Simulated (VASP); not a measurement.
# AlAs in VASP: single point with PBE

Aim: the single point of AlAs with PBE.

Program: VASP 6.6.1. These are calculated values, not measurements. Logs are shortened: lines on timing, memory, paths and dates and some standing lists are left out, and cuts for length are marked.

### Step 1. The cell of the first run

The cell holds a slab with vacuum, 16 atoms: a = 8.100 Å, b = 5.728 Å, c = 23.075 Å, α = 90.00°, β = 90.00°, γ = 90.00°.

### Step 2. Single point, PBE

INCAR

```
SYSTEM = AlAs
ALGO = Normal
DIPOL = 0.5 0.5 0.499
EDIFF = 1E-6
ENCUT = 520
GGA = PE
IDIPOL = 3
ISIF = 2
ISMEAR = 0
LASPH = .True.
LCHARG = .False.
LDIPOL = .True.
LREAL = Auto
LWAVE = .False.
NBANDS = 46
NELM = 80
PREC = Accurate
SIGMA = 0.05
```

KPOINTS

```
k-points
0
Gamma
  4 5 1
  0 0 0
```

POSCAR

```
AlAs
1.0
    8.1000684680      0.0000000000      0.0000000000
    0.0000000000      5.7276133418      0.0000000000
    0.0000000000      0.0000000000     23.0750513510
Al As
8 8
Direct
    0.2500000000      0.5000000000      0.3683632106
    0.7500000000      0.5000000000      0.3683632106
    0.5000000000      0.0000000000      0.4561210702
    0.0000000000      0.0000000000      0.4561210702
    0.7500000000      0.5021829187      0.5480621446
    0.2500000000      0.5021829187      0.5480621446
    0.0000000000     -0.0726078851      0.6110680782
    0.5000000000     -0.0726078851      0.6110680782
    0.5000000000      0.2500000000      0.3683632106
    0.0000000000      0.2500000000      0.3683632106
    0.7500000000      0.7500000000      0.4561210702
    0.2500000000      0.7500000000      0.4561210702
    0.0000000000      0.2544453545      0.5443516802
    0.5000000000      0.2544453545      0.5443516802
    0.2500000000      0.7205893369      0.6407243154
    0.7500000000      0.7205893369      0.6407243154
```

Potentials or basis: VASP PAW PBE potentials, release 64 (Al, As).

Command:

```sh
$ cat potpaw_PBE.64/Al/POTCAR potpaw_PBE.64/As/POTCAR > POTCAR
$ mpirun -np 1 vasp_std > vasp.out
```

OUTCAR:

```text
SYSTEM = AlAs
   EDIFF = 1E-6
   ENCUT = 520
   GGA = PE
   ISIF = 2
   ISMEAR = 0
   LASPH = .True.
   LREAL = Auto
   NELM = 80
   PREC = Accurate

 ion  position               nearest neighbor table
   1  0.250  0.500  0.368-  12 2.48  10 2.48   9 2.48
   2  0.750  0.500  0.368-  11 2.48  10 2.48   9 2.48
   3  0.500  0.000  0.456-   9 2.48  11 2.48  12 2.48  14 2.50
   4  0.000  0.000  0.456-  10 2.48  11 2.48  12 2.48  13 2.50
   5  0.750  0.502  0.548-  13 2.47  14 2.47  16 2.48  11 2.55
   6  0.250  0.502  0.548-  13 2.47  14 2.47  15 2.48  12 2.55
   7  0.000  0.927  0.611-  13 2.42  15 2.44  16 2.44
   8  0.500  0.927  0.611-  14 2.42  15 2.44  16 2.44
   9  0.500  0.250  0.368-   3 2.48   2 2.48   1 2.48
  10  0.000  0.250  0.368-   4 2.48   2 2.48   1 2.48
  11  0.750  0.750  0.456-   2 2.48   3 2.48   4 2.48   5 2.55
  12  0.250  0.750  0.456-   1 2.48   3 2.48   4 2.48   6 2.55
  13  0.000  0.254  0.544-   7 2.42   6 2.47   5 2.47   4 2.50
  14  0.500  0.254  0.544-   8 2.42   6 2.47   5 2.47   3 2.50
  15  0.250  0.721  0.641-   7 2.44   8 2.44   6 2.48
  16  0.750  0.721  0.641-   7 2.44   8 2.44   5 2.48

  LATTYP: Found a simple orthorhombic cell.
 ALAT       =     5.7276133418
 B/A-ratio  =     1.4142135624
 C/A-ratio  =     4.0287376214

  Lattice vectors:

 A1 = (   0.0000000000,  -5.7276133418,   0.0000000000)
 A2 = (   8.1000684680,   0.0000000000,   0.0000000000)
 A3 = (   0.0000000000,   0.0000000000,  23.0750513510)

Analysis of symmetry for initial positions (statically):
=====================================================================
 Subroutine PRICEL returns following result:

  LATTYP: Found a simple orthorhombic cell.
 ALAT       =     4.0500342340
 B/A-ratio  =     1.4142135624
 C/A-ratio  =     5.6974953834

  Lattice vectors:

 A1 = (   4.0500342340,   0.0000000000,   0.0000000000)
 A2 = (   0.0000000000,   5.7276133418,   0.0000000000)
 A3 = (   0.0000000000,   0.0000000000,  23.0750513510)

   2 primitive cells build up your supercell.

 Routine SETGRP: Setting up the symmetry group for a
 simple orthorhombic supercell.

 Subroutine GETGRP returns: Found  2 space group operations
 (whereof  2 operations were pure point group operations)
 out of a pool of  8 trial point group operations.

The static configuration has the point symmetry C_1h.

Analysis of symmetry for dynamics (positions and initial velocities):
=====================================================================
 Subroutine PRICEL returns following result:

  LATTYP: Found a simple orthorhombic cell.
 ALAT       =     4.0500342340
 B/A-ratio  =     1.4142135624
 C/A-ratio  =     5.6974953834

  Lattice vectors:

 A1 = (   4.0500342340,   0.0000000000,   0.0000000000)
 A2 = (   0.0000000000,   5.7276133418,   0.0000000000)
 A3 = (   0.0000000000,   0.0000000000,  23.0750513510)

   2 primitive cells build up your supercell.

 Routine SETGRP: Setting up the symmetry group for a
 simple orthorhombic supercell.

 Subroutine GETGRP returns: Found  2 space group operations
 (whereof  2 operations were pure point group operations)
 out of a pool of  8 trial point group operations.

The dynamic configuration has the point symmetry C_1h.

 Subroutine INISYM returns: Found  2 space group operations
 (whereof  2 operations are pure point group operations),
 and found     2 'primitive' translations

----------------------------------------------------------------------------------------

                                     Primitive cell

  volume of cell :     535.2727

  direct lattice vectors                    reciprocal lattice vectors
     4.050034234  0.000000000  0.000000000     0.246911493  0.000000000  0.000000000
     0.000000000  5.727613342  0.000000000     0.000000000  0.174592791  0.000000000
     0.000000000  0.000000000 23.075051351     0.000000000  0.000000000  0.043336848

  length of vectors
     4.050034234  5.727613342 23.075051351     0.246911493  0.174592791  0.043336848

  position of ions in fractional coordinates (direct lattice)
     0.500000000  0.500000000  0.368363211
     0.000000000  0.000000000  0.456121070
     0.500000000  0.502182919  0.548062145
     0.000000000  0.927392115  0.611068078
     0.000000000  0.250000000  0.368363211
     0.500000000  0.750000000  0.456121070
     0.000000000  0.254445354  0.544351680
     0.500000000  0.720589337  0.640724315

  ion indices of the primitive-cell ions
   primitive index   ion index
                 1           1
                 2           3
                 3           6
                 4           7
                 5           9
                 6          12
                 7          13
                 8          15

----------------------------------------------------------------------------------------

 KPOINTS: k-points

Automatic generation of k-mesh.
 Grid dimensions read from file:
 generate k-points for:    4    5    1

 Generating k-lattice:

  Cartesian coordinates                     Fractional coordinates (reciprocal lattice)
     0.030863937  0.000000000  0.000000000     0.250000000  0.000000000  0.000000000
     0.000000000  0.034918558  0.000000000     0.000000000  0.200000000  0.000000000
     0.000000000  0.000000000  0.043336848     0.000000000  0.000000000  1.000000000

  Length of vectors
     0.030863937  0.034918558  0.043336848

  Shift w.r.t. Gamma in fractional coordinates (k-lattice)
     0.000000000  0.000000000  0.000000000

 Subroutine IBZKPT returns following result:
 ===========================================

 Found      9 irreducible k-points:

 Following reciprocal coordinates:
            Coordinates               Weight
  0.000000  0.000000  0.000000      1.000000
  0.250000  0.000000  0.000000      2.000000
  0.500000  0.000000  0.000000      1.000000
  0.000000  0.200000  0.000000      2.000000
  0.250000  0.200000  0.000000      4.000000
  0.500000  0.200000  0.000000      2.000000
  0.000000  0.400000  0.000000      2.000000
  0.250000  0.400000  0.000000      4.000000
  0.500000  0.400000  0.000000      2.000000
   k-points           NKPTS =      9   k-points in BZ     NKDIM =      9   number of bands    NBANDS=     46
   number of dos      NEDOS =    301   number of ions     NIONS =     16
   total plane-waves  NPLWV = 518400
   dimension x,y,z NGX =    60 NGY =   48 NGZ =  180
   dimension x,y,z NGXF=   120 NGYF=   96 NGZF=  360
   ions per type =               8   8
   NGX,Y,Z   is equivalent  to a cutoff of  12.31, 13.93, 12.97 a.u.
   NGXF,Y,Z  is equivalent  to a cutoff of  24.63, 27.86, 25.94 a.u.
 SYSTEM =  AlAs
   PREC   = accura    normal or accurate (medium, high low for compatibility)
   ISTART =      0    job   : 0-new  1-cont  2-samecut
   ICHARG =      2    charge: 1-file 2-atom 10-const
   ISPIN  =      1    spin polarized calculation?
   LNONCOLLINEAR =      F non collinear calculations
   LSORBIT =      F    spin-orbit coupling
   LASPH  =      T    aspherical Exc in radial PAW
   ENCUT  =  520.0 eV  38.22 Ry    6.18 a.u.  15.06 10.65 42.90*2*pi/ulx,y,z
   NELM   =     80;   NELMIN=  2; NELMDL= -5     # of ELM steps
   EDIFF  = 0.1E-05   stopping-criterion for ELM
   LREAL  =      T    real-space projection
   EDIFFG = 0.1E-04   stopping-criterion for IOM
   NSW    =      0    number of steps for IOM
   IBRION =     -1    ionic relax: 0-MD 1-quasi-New 2-CG
   NFREE  =      0    steps in history (QN), initial steepest desc. (CG)
   ISIF   =      2    stress and relaxation
   ISYM   =      2    0-nonsym 1-usesym 2-fastsym
   POTIM  = 0.5000    time-step for ionic-motion
   TEBEG  =    0.0;   TEEND  =   0.0 temperature during run
   PSTRESS=    0.0 pullay stress
   NELECT =      64.0000    total number of electrons
   NUPDOWN=      -1.0000    fix difference up-down
   EMIN   =  10.00;   EMAX   =-10.00  energy-range for DOS
   EFERMI =   0.00;   METHOD = LEGACY
   ISMEAR =     0;   SIGMA  =   0.05  broadening in eV -4-tet -1-fermi 0-gaus
   EFERMI_NEDOS =   21; number of points for ismear=-14 and -15
   IALGO  =     38    algorithm
   IMIX   =      4    mixing-type and parameters
     AMIX     =   0.40;   BMIX     =  1.00
     AMIX_MAG =   1.60;   BMIX_MAG =  1.00
  volume/ion in A,a.u.               =      66.91       451.52
  Fermi-wavevector in a.u.,A,eV,Ry     =   0.640127  1.209666  5.575167  0.409763
  Thomas-Fermi vector in A             =   1.706032
   LORBIT       =      0    0 simple, 1 ext, 2 COOP (PROOUT), +10 PAW based schemes
   GGA     = PE    functional components
   LHFCALC =     F    Hartree Fock is set to
   AEXX    =    0.0000 exact exchange contribution
   IVDW    =     0    specifies the selected vdW correction
   LEPSILON=     F    determine dielectric tensor
   LRPA    =     F    only Hartree local field effects (RPA)
 non-spin polarized calculation
 Gauss-broadening in eV      SIGMA  =   0.05
  energy-cutoff  :      520.00
  volume of cell :     1070.55
 maximum number of plane-waves:     28848
   NGX = 31   NGY = 21   NGZ = 85

 number of electron      64.0000006 magnetization

 dipolmoment           0.000000      0.000000      0.068716 electrons x Angstroem

 Free energy of the ion-electron system (eV)
  ---------------------------------------------------
  ext. energy  EPLUGINS =         0.00000000
  ---------------------------------------------------
  free energy    TOTEN  =       -69.59411964 eV

  energy without entropy =      -69.59411964  energy(sigma->0) =      -69.59411964

 E-fermi :  -1.6863     XC(G=0):  -3.7787

 val. band max:       -1.9176658043   @ k =   0.5000   0.4000   0.0000
 cond. band min:      -0.9765075043   @ k =   0.0000   0.0000   0.0000
 fundamental gap:      0.9411583000
 Fermi energy:        -1.6862576094

 k-point     1 :       0.0000    0.0000    0.0000
  band No.  band energies     occupation
      1     -13.4092      2.00000
      2     -12.5791      2.00000
      3     -12.2916      2.00000
      4     -12.1961      2.00000
      5     -11.8669      2.00000
      6     -11.6379      2.00000
[... 36 lines left out ...]
     43       1.2241      0.00000
     44       1.6355      0.00000

 k-point     2 :       0.2500    0.0000    0.0000
  band No.  band energies     occupation
      1     -13.3138      2.00000
      2     -12.6489      2.00000
      3     -12.4970      2.00000
      4     -12.0757      2.00000
      5     -11.8221      2.00000
      6     -11.7021      2.00000
[... 36 lines left out ...]
     43       1.6283      0.00000
     44       1.9532      0.00000

 k-point     3 :       0.5000    0.0000    0.0000
  band No.  band energies     occupation
      1     -13.0427      2.00000
      2     -13.0427      2.00000
      3     -12.2798      2.00000
      4     -12.2798      2.00000
      5     -11.7382      2.00000
      6     -11.7382      2.00000
[... 36 lines left out ...]
     43       1.9312      0.00000
     44       1.9312      0.00000

 k-point     4 :       0.0000    0.2000    0.0000
  band No.  band energies     occupation
      1     -13.2949      2.00000
      2     -12.5275      2.00000
      3     -12.2668      2.00000
      4     -12.1776      2.00000
      5     -12.0006      2.00000
      6     -11.7216      2.00000
[... 177 lines left out ...]
     43       1.7228      0.00000
     44       2.0390      0.00000

 k-point     8 :       0.2500    0.4000    0.0000
  band No.  band energies     occupation
      1     -12.8944      2.00000
      2     -12.5034      2.00000
      3     -12.3945      2.00000
      4     -12.1820      2.00000
      5     -12.1646      2.00000
      6     -11.8184      2.00000
[... 36 lines left out ...]
     43       1.9881      0.00000
     44       2.2200      0.00000

 k-point     9 :       0.5000    0.4000    0.0000
  band No.  band energies     occupation
      1     -12.6743      2.00000
      2     -12.6743      2.00000
      3     -12.3418      2.00000
      4     -12.3418      2.00000
      5     -11.9625      2.00000
      6     -11.9625      2.00000
[... 36 lines left out ...]
     43       2.2987      0.00000
     44       2.2987      0.00000
 [bands above 44 left out]

------------------------ aborting loop because EDIFF is reached ----------------------------------------

 vacuum level on the upper side and lower side of the slab       (xc-potential included)         0.059        -0.188

  FORCE on cell =-STRESS in cart. coord.  units (eV):
  Direction    XX          YY          ZZ          XY          YZ          ZX
  --------------------------------------------------------------------------------------
  -------------------------------------------------------------------------------------
  Total       -4.0963264     -3.1741214     -0.4590974      0.0000000      2.9490863      0.0000000
  in kB       -6.1305590     -4.7503877     -0.6870848      0.0000000      4.4136003      0.0000000
  external PRESSURE =      -3.8560105 kB  Pullay stress =       0.0000000 kB

 VOLUME and BASIS-vectors are now :
 -----------------------------------------------------------------------------
  energy-cutoff  :      520.00
  volume of cell :     1070.55
      direct lattice vectors                 reciprocal lattice vectors
     8.100068468  0.000000000  0.000000000     0.123455747  0.000000000  0.000000000
     0.000000000  5.727613342  0.000000000     0.000000000  0.174592791  0.000000000
     0.000000000  0.000000000 23.075051351     0.000000000  0.000000000  0.043336848

 POSITION                                       TOTAL-FORCE (eV/Angst)
 -----------------------------------------------------------------------------------
      2.02502      2.86381      8.50000        -0.000000     -1.106141      1.378153
      6.07505      2.86381      8.50000        -0.000000     -1.106141      1.378153
      4.05003      0.00000     10.52502        -0.000000      0.416338      0.063357
      0.00000      0.00000     10.52502        -0.000000      0.416338      0.063357
      6.07505      2.87631     12.64656        -0.000000     -0.001361     -0.003384
      2.02502      2.87631     12.64656        -0.000000     -0.001361     -0.003384
[... 8 lines left out ...]
      2.02502      4.12726     14.78475         0.000000     -0.000841      0.018656
      6.07505      4.12726     14.78475         0.000000     -0.000841      0.018656
 -----------------------------------------------------------------------------------
    total drift:                                0.000000     -0.039629     -0.017935

  FREE ENERGIE OF THE ION-ELECTRON SYSTEM (eV)
  ---------------------------------------------------
  free  energy   TOTEN  =       -69.5941196439 eV

  energy  without entropy=      -69.5941196439  energy(sigma->0) =      -69.59411964

 vacuum level on the upper side and lower side of the slab         3.117         2.866
```

Run time: 24 min. Hardware: 1 thread of Oxide Virtual Turin-like, shared host; peak memory 1 GiB.

Results:

- Free energy: -69.5941 eV
- Largest force: 1.767 eV/Å
- Band gap on the k mesh: 0.94 eV

Forces on the atoms (eV/Å):
```
Al   0.000 -1.106  1.378
Al   0.000 -1.106  1.378
Al   0.000  0.416  0.063
Al   0.000  0.416  0.063
Al   0.000 -0.001 -0.003
Al   0.000 -0.001 -0.003
Al   0.000 -0.005  0.008
Al   0.000 -0.005  0.008
As   0.000  0.376 -1.217
As   0.000  0.376 -1.217
As   0.000  0.330 -0.234
As   0.000  0.330 -0.234
As   0.000 -0.009 -0.015
As   0.000 -0.009 -0.015
As   0.000 -0.001  0.019
As   0.000 -0.001  0.019
```

Levels at points of the mesh, in eV from the valence-band top:
```csv
k point,band 28,band 29,band 30,band 31,band 32,band 33,band 34,band 35,band 36,band 37
"(0.00, 0.00, 0.00)",-0.87,-0.50,-0.17,-0.13,-0.11,0.94,0.97,1.02,1.70,2.31
"(0.50, 0.00, 0.00)",-1.29,-0.84,-0.84,-0.17,-0.17,1.21,1.21,2.02,2.02,2.94
```
